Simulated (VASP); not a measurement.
Runs of VASP 6.6.1 on BiTe. The structure is that of space group Fm-3m (No. 225), or close to it. The cells are those of the table. 

| task | level | potentials or basis | spin | cell | k mesh | cutoff (eV) | smearing | grid for exact exchange (PRECFOCK) | share of exact exchange | screening parameter | gap on the mesh (eV) | pressure (GPa) | moment (μB) |
| --- | --- | --- | --- | --- | --- | --- | --- | --- | --- | --- | --- | --- | --- |
| single point | revPBE+D4 | VASP PAW PBE potentials, release 64 (Bi_d, Te) | non-collinear, typed start | a = 4.665 Å, angles 60.0°, 2 atoms | 7 × 7 × 7 | 520 | tetrahedron | - | - | - | none | -4.1 | (b) |
| single point | PBE0 | VASP PAW PBE potentials, release 64 (Bi_d, Te) | off | a = 4.605 Å, angles 60.0°, 2 atoms | 4 × 4 × 4 | 520 | fermi-dirac 0.05 eV | Normal | 0.25 | - | none | -2.7 | - |
| single point | PBE0 | VASP PAW PBE potentials, release 64 (Bi_d, Te) | off | a = 4.534 Å, angles 60.0°, 2 atoms | 4 × 4 × 4 | 520 | fermi-dirac 0.05 eV | Normal | 0.25 | - | none | -0.4 | - |
| single point | PBE exchange alone | VASP PAW PBE potentials, release 64 (Bi_d, Te) | non-collinear, zero start, SOC | a = 4.544 Å, angles 60.0°, 2 atoms | 5 × 5 × 5 | 520 | fermi-dirac 0.05 eV | - | - | - | - | 12.6 | 0.00 |
| single point | PBE-based screened hybrid with 50 % exact exchange | VASP PAW PBE potentials, release 64 (Bi_d, Te) | off | a = 4.575 Å, angles 60.0°, 2 atoms | 4 × 4 × 4 | 520 | fermi-dirac 0.05 eV | Normal | 0.5 | 0.20787 1/Å | none | -3.6 | - |
| single point | r2SCAN | VASP PAW PBE potentials, release 64 (Bi_d, Te) | off | a = 4.513 Å, angles 60.0°, 2 atoms | 7 × 7 × 7 | 520 | fermi-dirac 0.05 eV | - | - | - | none | 2.4 | - |
| single point | PBE | VASP PAW PBE potentials, release 64 (Bi_d, Te) | off | a = 4.575 Å, angles 60.0°, 2 atoms | 7 × 7 × 7 | 520 | gaussian 0.011 eV | - | - | - | none | (a) | - |
| single point | PBEsol | VASP PAW PBE potentials, release 64 (Bi_d, Te) | off | a = 4.513 Å, angles 60.0°, 2 atoms | 7 × 7 × 7 | 520 | fermi-dirac 0.05 eV | - | - | - | none | 0.5 | - |
| single point | LDA | VASP PAW LDA potentials, release 64 (Bi_d, Te) | off | a = 4.482 Å, angles 60.0°, 2 atoms | 7 × 7 × 7 | 520 | fermi-dirac 0.05 eV | - | - | - | none | 0.6 | - |
| single point | PBE exchange alone | VASP PAW PBE potentials, release 64 (Bi_d, Te) | non-collinear, zero start, SOC | a = 4.665 Å, angles 60.0°, 2 atoms | 5 × 5 × 5 | 520 | fermi-dirac 0.05 eV | - | - | - | - | 7.7 | 0.00 |
| single point | PBE0 | VASP PAW PBE potentials, release 64 (Bi_d, Te) | off | a = 4.575 Å, angles 60.0°, 2 atoms | 4 × 4 × 4 | 520 | fermi-dirac 0.05 eV | Normal | 0.25 | - | none | -1.8 | - |
| relaxation of cell and atoms | PBEsol | VASP PAW PBE potentials, release 64 (Bi_d, Te) | off | relaxed from a = 4.575 Å, angles 60.0°, 2 atoms | 7 × 7 × 7 | 600 | fermi-dirac 0.05 eV | - | - | - | none | 0.0 | - |

**Question.** Estimate the missing entries.

**Answer.** (a) 1.0; (b) 0.29.

Caveats: some runs use coarse meshes; spin-orbit coupling is left out, which moves the levels of the heavy elements (at least some runs); the PAW data sets were made with another functional, which shifts forces and pressure a little (at least some runs); the cell stands under pressure (at least some runs); the cell stands under tension (at least some runs); tetrahedron occupations give inexact forces and stress in metals (at least some runs).

A k mesh can miss the band edges, and rows without SOC leave out spin-orbit coupling on Bi, Te.

A gap of «none» marks levels without a gap at the run's occupations.
